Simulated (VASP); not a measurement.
Wanted: the native input for a VASP 6.6.1 run.

- Task: relaxation of cell and atoms
- Functional: PBE
- Potentials or basis: VASP PAW PBE potentials, release 64 (Al, H)
- Cutoff: 600 eV
- k mesh: 6 × 4 × 4
- Occupations: gaussian, width 0.1 eV
- Spin: no spin polarisation
- Dipole correction: no
- Further INCAR settings: ALGO = Normal; EDIFF = 1e-06; IBRION = 2; EDIFFG = -0.04; NSW = 90; ISIF = 3

The structure of Al2H lies in POSCAR:

```
Al2H
1.0
    2.8634675600      0.0000000000      0.0000000000
   -0.5175530200      5.0203141300      0.0000000000
   -0.8628084100     -1.6539223700      4.9058126700
Al H
4 2
Direct
    0.0000000000      0.0000000000      0.0000000000
    0.4306173300      0.8249786200      0.6809975900
    0.5693826700      0.1750213800      0.3190024100
    0.5000000000      0.5000000000      0.0000000000
    0.5000000000      0.0000000000      0.5000000000
    0.0000000000      0.5000000000      0.0000000000
```

The cell was built from a structure type or drawn by symmetry, and may not be a known phase.

These files were run (other wordings do the same):

INCAR

```
ALGO = Normal ; EDIFF = 1E-6
EDIFFG = -0.04 ; ENCUT = 600
GGA = PE ; IBRION = 2
ISIF = 3 ; ISMEAR = 0
LASPH = True ; LCHARG = False
LREAL = False ; LWAVE = False
NELM = 60 ; NSW = 90
PREC = Accurate ; SIGMA = 0.1
```

KPOINTS

```
k-points
0
Gamma
  6 4 4
```

Potentials or basis: VASP PAW PBE potentials, release 64 (Al, H).

Command:

```sh
$ cat potpaw_PBE.64/Al/POTCAR potpaw_PBE.64/H/POTCAR > POTCAR
$ mpirun -np 1 vasp_std > vasp.out
```

It gave:

```
Relaxed volume                        : 12.82 Å³/atom
Relaxed cell                          : a = 4.047 Å, b = 4.140 Å, c = 6.033 Å, α = 119.08°, β = 117.60°, γ = 85.34°
Space group after relaxing (to 0.1 Å) : C2/m (No. 12)
Energy gained by relaxing             : 1076.8 meV/atom
Ionic steps                           : 72
Pressure after relaxing               : 0.0 GPa
Largest force after relaxing          : 0.033 eV/Å
Band gap on the k mesh                : zero (bands 7 and 8 overlap by 3.48 eV)
```

Caveat: the k points lie up to 0.44 Å⁻¹ apart in the final cell, too coarse for converged energies and pressures of a metal; a cell axis changed by over 15 % at a fixed basis, so the end point is rough.

Run time: 11 min on 1 thread of AMD EPYC 9R45 96-Core Processor (Zen 5), with other jobs on the host, peak memory 0.18 GiB.
